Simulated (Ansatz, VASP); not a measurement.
## One calculation of TiAl2, two programs

```
Ti Al
1.0
     1.97955   -6.04720    0.00000
     1.97955    6.04720    0.00000
     0.00000    0.00000    4.03150
Ti Al
2 4
Direct
  0.64900 0.35100 0.00000
  0.35100 0.64900 0.00000
  0.00000 0.00000 0.00000
  0.82400 0.17600 0.50000
  0.17600 0.82400 0.50000
  0.50000 0.50000 0.50000
```

Alike in both runs: task single point; functional r2SCAN; k mesh 5 × 5 × 5; occupations gaussian, width 0.01 eV; no spin polarisation.

```csv
,VASP,Ansatz
version,VASP 6.6.1,Ansatz 0.2.0
potentials or method,"VASP PAW PBE potentials, release 64 (Ti_sv, Al), cutoff 520 eV","scalar-relativistic, plane waves, PAW"
valence electrons in the cell,36,36
```

```tsv
	VASP	Ansatz	Ansatz less VASP
gap on the k mesh at the Fermi level (eV)	none	none	-
pressure (GPa)	-1.8	-1.8	+0.01
traceless stress, the component that is largest in VASP (GPa)	1.74	1.73	-0.014
rms of the force components (eV/Å)	0.340	0.338	-0.0017
```

VASP's potentials were made for PBE, not for r2SCAN. Atom by atom the forces differ by 0.002 eV/Å (rms over components). A gap of «none» marks a metal or a gap that the smearing closes. The functional is the same, so the differences come from potentials, cutoffs and numerics.
